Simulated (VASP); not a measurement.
Si, 2 atoms in the cell. It takes space group R-3m (No. 166, trigonal). Conventional cell: a = 4.850 Å, b = 4.850 Å, c = 5.940 Å, α = 90.00°, β = 90.00°, γ = 120.00°. Si (site symmetry 3m) has 1 Si at 1.49 Å within 2.0 Å.  This cell differs from its parent crystal: ratio of the length along [111] to the lengths across it x 0.5, volume and fractional coordinates fixed.

| Item | Value |
| --- | --- |
| Program | VASP 6.6.1 |
| Task | single point |
| Functional | r2SCAN |
| Potentials or basis | VASP PAW PBE potentials, release 64 (Si) |
| Cutoff | 520 eV |
| k mesh | 10 × 10 × 10 |
| Occupations | gaussian, width 0.05 eV |
| Spin | no spin polarisation |
| Dipole correction | no |
| Further INCAR settings | ALGO = Normal; EDIFF = 1e-07; NBANDS = 11 |

Potentials or basis: VASP PAW PBE potentials, release 64 (Si).

Command:

```bash
$ cat potpaw_PBE.64/Si/POTCAR > POTCAR
$ cp INCAR.step1 INCAR
$ mpirun -np 1 vasp_std > vasp.out
$ cp INCAR.step2 INCAR
$ mpirun -np 1 vasp_std > vasp.out
```

Hardware: 1 thread of Intel(R) Xeon(R) Platinum 8488C (Sapphire Rapids), with other jobs on the host.

Task: Estimate the wall time of this run.

Result: Run time: 110 s on 1 thread of Intel(R) Xeon(R) Platinum 8488C (Sapphire Rapids), on a shared host, peak memory 0.18 GiB. Counts: k points 116.
